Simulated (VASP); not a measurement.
# Hf2ZrC3 (P-6m2) in VASP: notebook

Runs on Hf2ZrC3. Level: PBE. Tasks: single point, relaxation of cell and atoms.

Everything below comes from runs of VASP 6.6.1. Logs are shortened: lines on timing, memory, paths and dates and some standing lists are left out, and cuts for length are marked.

## Step 1: The cell of the first run

Symmetry: P-6m2, No. 187, hexagonal system. The conventional cell has a = 4.293 Å, b = 4.293 Å, c = 5.890 Å, α = 90.00°, β = 90.00°, γ = 120.00°. Within 3.0 Å of Zr (site symmetry -6m2) lie 5 C at 2.28 to 2.48 Å and 3 Hf at 2.48 Å. Hf (site symmetry -6m2) has 6 C at 2.57 Å and 2 Hf at 2.95 Å within 3.4 Å. Hf (site symmetry -6m2) has 3 Zr at 2.48 Å and 9 C at 2.48 to 3.37 Å and 2 Hf at 2.95 Å within 3.4 Å. C (site symmetry 3m) has 1 C at 1.34 Å within 1.8 Å. Within 3.4 Å of C (site symmetry -6m2) lie 3 Zr at 2.48 Å and 3 Hf at 2.48 Å and 6 C at 3.37 Å.

The cell was built from a structure type or drawn by symmetry, and may not be a known phase.

## Step 2: Single point, PBE

INCAR reads:

```
SYSTEM = Hf2ZrC3
  ALGO = Normal
  EDIFF = 1E-6
  ENCUT = 520
  GGA = PE
  ISIF = 2
  ISMEAR = 0
  LASPH = .True.
  LCHARG = .False.
  LREAL = .False.
  LWAVE = .False.
  NBANDS = 31
  NELM = 100
  PREC = Accurate
  SIGMA = 0.1
```

KPOINTS reads:

```
k-points
0
Gamma
  6 6 4
  0 0 0
```

POSCAR reads:

```
Hf2ZrC3
1.0
    4.2932559750      0.0000000000      0.0000000000
   -2.1466279875      3.7180687393      0.0000000000
    0.0000000000      0.0000000000      5.8903465351
Zr Hf C
1 2 3
Direct
    0.3333333333      0.6666666667      0.5000000000
    0.0000000000      0.0000000000      0.0000000000
    0.0000000000      0.0000000000      0.5000000000
    0.3333333333      0.6666666667      0.8866641155
    0.3333333333      0.6666666667      0.1133358845
    0.6666666667      0.3333333333      0.5000000000
```

Potentials or basis: VASP PAW PBE potentials, release 64 (Zr_sv, Hf_pv, C).

On the command line:

```sh
> cat potpaw_PBE.64/Zr_sv/POTCAR potpaw_PBE.64/Hf_pv/POTCAR potpaw_PBE.64/C/POTCAR > POTCAR
> mpirun -np 1 vasp_std > vasp.out
```

OUTCAR:

```text
SYSTEM = Hf2ZrC3
   EDIFF = 1E-6
   ENCUT = 520
   GGA = PE
   ISIF = 2
   ISMEAR = 0
   LASPH = .True.
   LREAL = .False.
   NELM = 100
   PREC = Accurate

 ion  position               nearest neighbor table
   1  0.333  0.667  0.500-   4 2.28   5 2.28   3 2.48   6 2.48   6 2.48   3 2.48   3 2.48   6 2.48
                             2 3.85   2 3.85   2 3.85   2 3.85   2 3.85   2 3.85
   2  0.000  0.000  0.000-   4 2.57   5 2.57   4 2.57   5 2.57   4 2.57   5 2.57   3 2.95   3 2.95
                             1 3.85   1 3.85   1 3.85   1 3.85   1 3.85   1 3.85
   3  0.000  0.000  0.500-   1 2.48   6 2.48   6 2.48   1 2.48   6 2.48   1 2.48   2 2.95   2 2.95

   4  0.333  0.667  0.887-   5 1.34   1 2.28   2 2.57   2 2.57   2 2.57
   5  0.333  0.667  0.113-   4 1.34   1 2.28   2 2.57   2 2.57   2 2.57
   6  0.667  0.333  0.500-   1 2.48   3 2.48   1 2.48   3 2.48   3 2.48   1 2.48

  LATTYP: Found a hexagonal cell.
 ALAT       =     4.2932559750
 C/A-ratio  =     1.3719998457

  Lattice vectors:

 A1 = (   4.2932559750,   0.0000000000,   0.0000000000)
 A2 = (  -2.1466279875,   3.7180687393,   0.0000000000)
 A3 = (   0.0000000000,   0.0000000000,   5.8903465351)

Analysis of symmetry for initial positions (statically):
=====================================================================
 Subroutine PRICEL returns:
 Original cell was already a primitive cell.

 Routine SETGRP: Setting up the symmetry group for a
 hexagonal supercell.

 Subroutine GETGRP returns: Found 12 space group operations
 (whereof 12 operations were pure point group operations)
 out of a pool of 24 trial point group operations.

The static configuration has the point symmetry D_3h.

Analysis of symmetry for dynamics (positions and initial velocities):
=====================================================================
 Subroutine PRICEL returns:
 Original cell was already a primitive cell.

 Routine SETGRP: Setting up the symmetry group for a
 hexagonal supercell.

 Subroutine GETGRP returns: Found 12 space group operations
 (whereof 12 operations were pure point group operations)
 out of a pool of 24 trial point group operations.

The dynamic configuration has the point symmetry D_3h.

 Subroutine INISYM returns: Found 12 space group operations
 (whereof 12 operations are pure point group operations),
 and found     1 'primitive' translations

----------------------------------------------------------------------------------------

                                     Primitive cell

  volume of cell :      94.0254

  direct lattice vectors                    reciprocal lattice vectors
     4.293255975  0.000000000  0.000000000     0.232923452  0.134478417  0.000000000
    -2.146627988  3.718068739  0.000000000     0.000000000  0.268956835  0.000000000
     0.000000000  0.000000000  5.890346535     0.000000000  0.000000000  0.169769299

  length of vectors
     4.293255975  4.293255975  5.890346535     0.268956835  0.268956835  0.169769299

  position of ions in fractional coordinates (direct lattice)
     0.333333333  0.666666667  0.500000000
     0.000000000  0.000000000  0.000000000
     0.000000000  0.000000000  0.500000000
     0.333333333  0.666666667  0.886664115
     0.333333333  0.666666667  0.113335885
     0.666666667  0.333333333  0.500000000

  ion indices of the primitive-cell ions
   primitive index   ion index
                 1           1
                 2           2
                 3           3
                 4           4
                 5           5
                 6           6

----------------------------------------------------------------------------------------

 KPOINTS: k-points

Automatic generation of k-mesh.
 Grid dimensions read from file:
 generate k-points for:    6    6    4

 Generating k-lattice:

  Cartesian coordinates                     Fractional coordinates (reciprocal lattice)
     0.038820575  0.022413070  0.000000000     0.166666667  0.000000000  0.000000000
     0.000000000  0.044826139  0.000000000     0.000000000  0.166666667  0.000000000
     0.000000000  0.000000000  0.042442325     0.000000000  0.000000000  0.250000000

  Length of vectors
     0.044826139  0.044826139  0.042442325

  Shift w.r.t. Gamma in fractional coordinates (k-lattice)
     0.000000000  0.000000000  0.000000000

 Subroutine IBZKPT returns following result:
 ===========================================

 Found     21 irreducible k-points:

 Following reciprocal coordinates:
            Coordinates               Weight
  0.000000  0.000000  0.000000      1.000000
  0.166667  0.000000  0.000000      6.000000
  0.333333  0.000000  0.000000      6.000000
  0.500000  0.000000  0.000000      3.000000
  0.166667  0.166667  0.000000      6.000000
  0.333333  0.166667  0.000000     12.000000
[... 13 lines left out ...]
  0.333333  0.166667  0.500000     12.000000
  0.333333  0.333333  0.500000      2.000000
   k-points           NKPTS =     21   k-points in BZ     NKDIM =     21   number of bands    NBANDS=     31
   number of dos      NEDOS =    301   number of ions     NIONS =      6
   total plane-waves  NPLWV =  49152
   dimension x,y,z NGX =    32 NGY =   32 NGZ =   48
   dimension x,y,z NGXF=    64 NGYF=   64 NGZF=   96
   ions per type =               1   2   3
   NGX,Y,Z   is equivalent  to a cutoff of  12.39, 12.39, 13.55 a.u.
   NGXF,Y,Z  is equivalent  to a cutoff of  24.78, 24.78, 27.09 a.u.
 SYSTEM =  Hf2ZrC3
   PREC   = accura    normal or accurate (medium, high low for compatibility)
   ISTART =      0    job   : 0-new  1-cont  2-samecut
   ICHARG =      2    charge: 1-file 2-atom 10-const
   ISPIN  =      1    spin polarized calculation?
   LNONCOLLINEAR =      F non collinear calculations
   LSORBIT =      F    spin-orbit coupling
   LASPH  =      T    aspherical Exc in radial PAW
   ENCUT  =  520.0 eV  38.22 Ry    6.18 a.u.   7.98  7.98 10.95*2*pi/ulx,y,z
   NELM   =    100;   NELMIN=  2; NELMDL= -5     # of ELM steps
   EDIFF  = 0.1E-05   stopping-criterion for ELM
   LREAL  =      F    real-space projection
   EDIFFG = 0.1E-04   stopping-criterion for IOM
   NSW    =      0    number of steps for IOM
   IBRION =     -1    ionic relax: 0-MD 1-quasi-New 2-CG
   NFREE  =      0    steps in history (QN), initial steepest desc. (CG)
   ISIF   =      2    stress and relaxation
   ISYM   =      2    0-nonsym 1-usesym 2-fastsym
   POTIM  = 0.5000    time-step for ionic-motion
   TEBEG  =    0.0;   TEEND  =   0.0 temperature during run
   PSTRESS=    0.0 pullay stress
   NELECT =      44.0000    total number of electrons
   NUPDOWN=      -1.0000    fix difference up-down
   EMIN   =  10.00;   EMAX   =-10.00  energy-range for DOS
   EFERMI =   0.00;   METHOD = LEGACY
   ISMEAR =     0;   SIGMA  =   0.10  broadening in eV -4-tet -1-fermi 0-gaus
   EFERMI_NEDOS =   21; number of points for ismear=-14 and -15
   IALGO  =     38    algorithm
   IMIX   =      4    mixing-type and parameters
     AMIX     =   0.40;   BMIX     =  1.00
     AMIX_MAG =   1.60;   BMIX_MAG =  1.00
  volume/ion in A,a.u.               =      15.67       105.75
  Fermi-wavevector in a.u.,A,eV,Ry     =   1.270996  2.401833 21.979256  1.615430
  Thomas-Fermi vector in A             =   2.403953
   LORBIT       =      0    0 simple, 1 ext, 2 COOP (PROOUT), +10 PAW based schemes
   GGA     = PE    functional components
   LHFCALC =     F    Hartree Fock is set to
   AEXX    =    0.0000 exact exchange contribution
   IVDW    =     0    specifies the selected vdW correction
   LEPSILON=     F    determine dielectric tensor
   LRPA    =     F    only Hartree local field effects (RPA)
 non-spin polarized calculation
 Gauss-broadening in eV      SIGMA  =   0.10
  energy-cutoff  :      520.00
  volume of cell :       94.03
 maximum number of plane-waves:      2550
 NGX is ok and might be reduce to    32
   NGX = 15   NGY = 15   NGZ = 21

 number of electron      44.0000003 magnetization

 Free energy of the ion-electron system (eV)
  ---------------------------------------------------
  ext. energy  EPLUGINS =         0.00000000
  ---------------------------------------------------
  free energy    TOTEN  =       -50.20259888 eV

  energy without entropy =      -50.18765518  energy(sigma->0) =      -50.19512703

 E-fermi :   5.7883     XC(G=0): -10.9194

 val. band max:        5.7409331834   @ k =   0.0000   0.0000   0.5000
 cond. band min:       5.8005871177   @ k =   0.3333   0.0000   0.2500
 fundamental gap:      0.0596539343
 Fermi energy:         5.7883065135

 k-point     1 :       0.0000    0.0000    0.0000
  band No.  band energies     occupation
      1     -42.6247      2.00000
      2     -25.9964      2.00000
      3     -25.9964      2.00000
      4     -25.6397      2.00000
      5     -25.2820      2.00000
      6     -25.2820      2.00000
[... 23 lines left out ...]
     30       8.8733      0.00000
     31       9.7192      0.00000

 k-point     2 :       0.1667    0.0000    0.0000
  band No.  band energies     occupation
      1     -42.6298      2.00000
      2     -26.0048      2.00000
      3     -25.9985      2.00000
      4     -25.6378      2.00000
      5     -25.3082      2.00000
      6     -25.2295      2.00000
[... 23 lines left out ...]
     30       9.2057      0.00000
     31       9.3648      0.00000

 k-point     3 :       0.3333    0.0000    0.0000
  band No.  band energies     occupation
      1     -42.6401      2.00000
      2     -26.0215      2.00000
      3     -26.0026      2.00000
      4     -25.6340      2.00000
      5     -25.3593      2.00000
      6     -25.1220      2.00000
[... 23 lines left out ...]
     30       9.5783      0.00000
     31       9.6444      0.00000

 k-point     4 :       0.5000    0.0000    0.0000
  band No.  band energies     occupation
      1     -42.6452      2.00000
      2     -26.0298      2.00000
      3     -26.0047      2.00000
      4     -25.6321      2.00000
      5     -25.3842      2.00000
      6     -25.0668      2.00000
[... 23 lines left out ...]
     30       9.8287      0.00000
     31      10.1689      0.00000

 k-point     5 :       0.1667    0.1667    0.0000
  band No.  band energies     occupation
      1     -42.6375      2.00000
      2     -26.0159      2.00000
      3     -26.0030      2.00000
      4     -25.6349      2.00000
      5     -25.3605      2.00000
      6     -25.1338      2.00000
[... 23 lines left out ...]
     30       9.2674      0.00000
     31       9.6615      0.00000
[... 440 lines left out ...]
     30       9.5598      0.00000
     31       9.6428      0.00000

 k-point    19 :       0.1667    0.1667    0.5000
  band No.  band energies     occupation
      1     -42.6375      2.00000
      2     -26.0140      2.00000
      3     -26.0000      2.00000
      4     -25.5091      2.00000
      5     -25.3641      2.00000
      6     -25.1363      2.00000
[... 23 lines left out ...]
     30       9.4133      0.00000
     31       9.6012      0.00000

 k-point    20 :       0.3333    0.1667    0.5000
  band No.  band energies     occupation
      1     -42.6452      2.00000
      2     -26.0246      2.00000
      3     -26.0051      2.00000
      4     -25.5080      2.00000
      5     -25.4208      2.00000
      6     -25.0301      2.00000
[... 23 lines left out ...]
     30       8.6159      0.00000
     31       9.6751      0.00000

 k-point    21 :       0.3333    0.3333    0.5000
  band No.  band energies     occupation
      1     -42.6478      2.00000
      2     -26.0236      2.00000
      3     -26.0114      2.00000
      4     -25.5076      2.00000
      5     -25.4612      2.00000
      6     -24.9661      2.00000
[... 23 lines left out ...]
     30       8.5922      0.00000
     31       8.6575      0.00000

------------------------ aborting loop because EDIFF is reached ----------------------------------------

  FORCE on cell =-STRESS in cart. coord.  units (eV):
  Direction    XX          YY          ZZ          XY          YZ          ZX
  --------------------------------------------------------------------------------------
  -------------------------------------------------------------------------------------
  Total       -0.3020324     -0.3020324     -0.1054925      0.0000000      0.0000000      0.0000000
  in kB       -5.1465838     -5.1465838     -1.7975760      0.0000000      0.0000000      0.0000000
  external PRESSURE =      -4.0302479 kB  Pullay stress =       0.0000000 kB

 VOLUME and BASIS-vectors are now :
 -----------------------------------------------------------------------------
  energy-cutoff  :      520.00
  volume of cell :       94.03
      direct lattice vectors                 reciprocal lattice vectors
     4.293255975  0.000000000  0.000000000     0.232923452  0.134478417  0.000000000
    -2.146627988  3.718068739  0.000000000     0.000000000  0.268956835  0.000000000
     0.000000000  0.000000000  5.890346535     0.000000000  0.000000000  0.169769299

 POSITION                                       TOTAL-FORCE (eV/Angst)
 -----------------------------------------------------------------------------------
     -0.00000      2.47871      2.94517        -0.000000      0.000000      0.000000
      0.00000      0.00000      0.00000         0.000000      0.000000      0.000000
      0.00000      0.00000      2.94517         0.000000      0.000000      0.000000
     -0.00000      2.47871      5.22276         0.000000      0.000000     -0.077218
     -0.00000      2.47871      0.66759         0.000000      0.000000      0.077218
      2.14663      1.23936      2.94517         0.000000      0.000000      0.000000
 -----------------------------------------------------------------------------------
    total drift:                               -0.000000      0.000000     -0.000000

  FREE ENERGIE OF THE ION-ELECTRON SYSTEM (eV)
  ---------------------------------------------------
  free  energy   TOTEN  =       -50.2025988822 eV

  energy  without entropy=      -50.1876551797  energy(sigma->0) =      -50.19512703
```

Run time: 44 s. Hardware: 1 thread of AMD EPYC 9R45 (Zen 5), shared host; peak memory 0.21 GiB.

Results:

| Item | Value |
| --- | --- |
| Free energy | -50.2026 eV |
| Pressure | -0.4 GPa |
| Largest force | 0.077 eV/Å |
| Band gap on the k mesh | zero (bands 22 and 23 overlap by 0.35 eV) |

Forces in eV/Å, atoms in the order of the input:
```
Zr   0.000  0.000  0.000
Hf   0.000  0.000  0.000
Hf   0.000  0.000  0.000
C    0.000  0.000 -0.077
C    0.000  0.000  0.077
C    0.000  0.000  0.000
```

Stress tensor (GPa, compression positive):
```
-0.51  0.00  0.00
 0.00 -0.51  0.00
 0.00  0.00 -0.18
```

Caveat: spin-orbit coupling is left out, which moves the levels of the heavy elements.

## Step 3: Single point, PBE

This run uses another cell than the first one, of 17.26 Å³/atom.

INCAR reads:

```
SYSTEM = Hf2ZrC3
  PREC = Accurate
  ENCUT = 520
  EDIFF = 1E-7
  ISMEAR = 0
  SIGMA = 0.1
  LREAL = .False.
  LASPH = .True.
  NELM = 60
  ALGO = Normal
  ISIF = 2
  LWAVE = .False.
  LCHARG = .False.
  GGA = PE
  NBANDS = 31
```

KPOINTS reads:

```
Automatic mesh
0
Gamma
  6 6 4
  0 0 0
```

POSCAR reads:

```
Hf2ZrC3
1.0
    4.4149523000      0.0000000000      0.0000000000
   -2.2074761500      3.8234608500      0.0000000000
    0.0000000000      0.0000000000      6.1358671300
Zr Hf C
1 2 3
Direct
    0.3333333300      0.6666666700      0.5000000000
    0.0000000000      0.0000000000      0.0000000000
    0.0000000000      0.0000000000      0.5000000000
    0.3333333300      0.6666666700      0.8041827900
    0.3333333300      0.6666666700      0.1958172100
    0.6666666700      0.3333333300      0.5000000000
```

Potentials or basis: VASP PAW PBE potentials, release 64 (Zr_sv, Hf_pv, C).

On the command line:

```sh
> cat potpaw_PBE.64/Zr_sv/POTCAR potpaw_PBE.64/Hf_pv/POTCAR potpaw_PBE.64/C/POTCAR > POTCAR
> mpirun -np 1 vasp_std > vasp.out
```

Wall time 58 s (1 thread of AMD EPYC 9R45 (Zen 5), shared host); peak memory 0.24 GiB.

The run converged. Its results:

* Free energy: -44.0839 eV
* Pressure: -1.1 GPa
* Largest force: 7.121 eV/Å
* Band gap on the k mesh: zero (bands 22 and 23 overlap by 0.17 eV)

Forces in eV/Å, atoms in the order of the input:
```
Zr   0.000  0.000  0.000
Hf   0.000  0.000  0.000
Hf   0.000  0.000  0.000
C    0.000  0.000  7.121
C    0.000  0.000 -7.121
C    0.000  0.000  0.000
```

Stress tensor (GPa, compression positive):
```
-11.03   0.00   0.00
  0.00 -11.03   0.00
  0.00   0.00  18.90
```

Levels at points of the mesh, in eV from the Fermi level:
```csv
k point,band 20,band 21,band 22,band 23,band 24,band 25
"(0.00, 0.00, 0.00)",-1.97,-1.80,-0.51,1.19,1.19,1.75
"(0.50, 0.00, 0.00)",-1.65,-0.80,-0.71,0.13,1.55,1.93
"(0.00, 0.00, 0.50)",-0.90,-0.29,-0.24,0.51,0.51,0.82
"(0.50, 0.00, 0.50)",-1.11,-0.65,0.00,0.07,0.80,1.37
```

Caveat: spin-orbit coupling is left out, which moves the levels of the heavy elements; forces of over 1 eV/Å act on the atoms, so gaps and moduli don't describe the material at rest.

## Step 4: Single point, PBE

This run uses another cell than the first one, of 15.64 Å³/atom.

INCAR reads:

```
SYSTEM = Hf2ZrC3
PREC = Accurate
ENCUT = 520
EDIFF = 1E-7
ISMEAR = 0
SIGMA = 0.1
LREAL = .False.
LASPH = .True.
NELM = 100
ALGO = Normal
ISIF = 2
LWAVE = .False.
LCHARG = .True.
GGA = PE
LELF = .True.
LVHAR = .True.
NBANDS = 31
```

KPOINTS reads:

```
regular mesh
0
Gamma
  12 12 6
  0 0 0
```

POSCAR reads:

```
Hf2ZrC3
1.0
    4.2907017060      0.0000000000      0.0000000000
   -2.1453508530      3.7158566774      0.0000000000
    0.0000000000      0.0000000000      5.8843657795
Zr Hf C
1 2 3
Direct
    0.3333333333      0.6666666667      0.5000000000
    0.0000000000      0.0000000000      0.0000000000
    0.0000000000      0.0000000000      0.5000000000
    0.3333333333      0.6666666667      0.8865418502
    0.3333333333      0.6666666667      0.1134581498
    0.6666666667      0.3333333333      0.5000000000
```

On the command line:

```sh
> cat potpaw_PBE.64/Zr_sv/POTCAR potpaw_PBE.64/Hf_pv/POTCAR potpaw_PBE.64/C/POTCAR > POTCAR
> mpirun -np 1 vasp_std > vasp.out
```

Wall time 2.7 min (1 thread of AMD EPYC 9R45 (Zen 5), shared host); peak memory 0.32 GiB.

Results (log left out):

- Free energy: -50.2202 eV
- Pressure: -0.4 GPa
- Largest force: 0.089 eV/Å
- Band gap on the k mesh: zero (bands 22 and 23 overlap by 0.37 eV)

Forces on the atoms (eV/Å):
```
Zr   0.000  0.000  0.000
Hf   0.000  0.000  0.000
Hf   0.000  0.000  0.000
C    0.000  0.000 -0.089
C    0.000  0.000  0.089
C    0.000  0.000  0.000
```

Stress tensor (GPa, compression positive):
```
-0.49  0.00  0.00
 0.00 -0.49  0.00
 0.00  0.00 -0.12
```

Levels at points of the mesh, in eV from the Fermi level:
| k point | band 20 | band 21 | band 22 | band 23 | band 24 | band 25 |
| --- | --- | --- | --- | --- | --- | --- |
| (0.00, 0.00, 0.00) | -1.76 | -1.07 | -0.64 | 1.16 | 2.01 | 2.01 |
| (0.50, 0.00, 0.00) | -2.59 | -1.61 | -0.77 | 0.99 | 1.07 | 2.03 |
| (0.00, 0.00, 0.50) | -0.05 | -0.05 | 0.08 | 0.08 | 1.15 | 1.49 |
| (0.50, 0.00, 0.50) | -1.25 | -0.60 | -0.44 | -0.23 | 0.21 | 1.52 |

Caveat: spin-orbit coupling is left out, which moves the levels of the heavy elements.

(Part 1 of 2 ends here.)
